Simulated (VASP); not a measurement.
Set up this calculation in VASP 6.6.1, as the native input.

```
Task                   : single point
Functional             : PBEsol
Potentials or basis    : VASP PAW PBE potentials, release 64 (Mg_sv, O)
Cutoff                 : 750 eV
k mesh                 : 12 × 12 × 12
Occupations            : gaussian, width 0.02 eV
Spin                   : no spin polarisation
Dipole correction      : no
Mended                 : yes
Further INCAR settings : ALGO = Normal; EDIFF = 1e-06; NBANDS = 18
```

The structure of MgO2 lies in POSCAR:

```
MgO2
1.0
    1.6025863695      0.9252536718      3.4781941519
   -1.6025863695      0.9252536718      3.4781941519
    0.0000000000     -1.8505073437      3.4781941518
Mg O
1 2
Direct
    0.0000000000      0.0000000000      0.0000000000
    0.4291822502      0.4291822502      0.4291822502
    0.5708177498      0.5708177498      0.5708177498
```

One way to write it, as run:

INCAR

```
PREC = Accurate ; ENCUT = 750
EDIFF = 1E-6 ; ISMEAR = 0
SIGMA = 0.02 ; LREAL = False
LASPH = True ; NELM = 120
ALGO = Normal ; ISIF = 2
LWAVE = False ; LCHARG = False
GGA = PS ; NBANDS = 18
GGA_COMPAT = False
```

KPOINTS

```
Automatic mesh
0
Gamma
  12 12 12
```

Potentials or basis: VASP PAW PBE potentials, release 64 (Mg_sv, O).

The run is started by

```sh
$ cat potpaw_PBE.64/Mg_sv/POTCAR potpaw_PBE.64/O/POTCAR > POTCAR
$ mpirun -np 1 vasp_std > vasp.out
```

It gave:

| Property | Result |
| --- | --- |
| Pressure | -3.6 GPa |
| Largest force | 0.130 eV/Å |
| Band gap on the k mesh | 2.36 eV |

Caveat: the cell stands under tension; the PAW data sets were made with another functional, which shifts forces and pressure a little.

It took 84 s on 1 thread of Intel(R) Xeon(R) 6975P-C (Granite Rapids), on a shared host, peak memory 0.3 GiB.
